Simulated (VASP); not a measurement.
Input of a VASP 6.6.1 run:

File INCAR:

```
SYSTEM = MnHg
ALGO = Normal
EDIFF = 1E-7
ENCUT = 520
GGA = PE
ISIF = 2
ISMEAR = -1
ISPIN = 2
LASPH = .True.
LCHARG = .False.
LMAXMIX = 4
LORBIT = 11
LREAL = .False.
LWAVE = .False.
MAGMOM = 2.8 0
NBANDS = 24
NELM = 150
PREC = Accurate
SIGMA = 0.1
```

Contents of KPOINTS:

```
k-points
0
Gamma
  9 9 9
  0 0 0
```

The input POSCAR:

```
MnHg
1.0
    3.3629963924      0.0000000000      0.0000000000
    0.0000000000      3.3629963924      0.0000000000
    0.0000000000      0.0000000000      3.3885666204
Mn Hg
1 1
Direct
    0.5000000000      0.5000000000      0.5000000000
    0.0000000000      0.0000000000      0.0000000000
```

Potentials or basis: VASP PAW PBE potentials, release 64 (Mn_pv, Hg).

Run with:

```bash
$ cat potpaw_PBE.64/Mn_pv/POTCAR potpaw_PBE.64/Hg/POTCAR > POTCAR
$ mpirun -np 1 vasp_std > vasp.out
```

(1) Predict the pressure.

(2) What does it give for the net moment?

Answers

(1) -2.6 GPa.

(2) 3.99 μB per cell.
